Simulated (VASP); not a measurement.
Here is a VASP 6.6.1 calculation.

INCAR

```
ALGO     = Normal         # electronic algorithm
EDIFF    = 1E-6           # SCF threshold, eV
ENCUT    = 520            # plane-wave cutoff, eV
GGA      = CA             # functional
ISIF     = 2              # what is computed and relaxed
ISMEAR   = 0              # smearing method
LASPH    = True           # aspherical terms in the spheres
LCHARG   = False          # write CHGCAR
LREAL    = False          # projectors in reciprocal space
LWAVE    = False          # write WAVECAR
NBANDS   = 16             # bands
NELM     = 60             # most SCF steps
PREC     = Accurate       # precision mode
SIGMA    = 0.05           # smearing width, eV
```

Contents of KPOINTS:

```
k-points
0
Gamma
  12 12 12
```

Contents of POSCAR:

```
InP
1.0
    0.0000000000      2.7212203410      2.8915315492
    2.8915315492      0.0000000000      2.8915315492
    2.8915315492      2.7212203410      0.0000000000
In P
1 1
Direct
    0.0000000000      0.0000000000      0.0000000000
    0.7500000000      0.7500000000      0.7500000000
```

Potentials or basis: VASP PAW LDA potentials, release 64 (In_d, P).

Command:

```sh
$ cat potpaw_LDA.64/In_d/POTCAR potpaw_LDA.64/P/POTCAR > POTCAR
$ mpirun -np 1 vasp_std > vasp.out
```

(1) Estimate the pressure.

(2) What does it give for the band gap on the k mesh?

Answers

(1) 7.1 GPa.

(2) 0.85 eV, direct.

Caveat: spin-orbit coupling is left out, which moves the levels of the heavy elements.
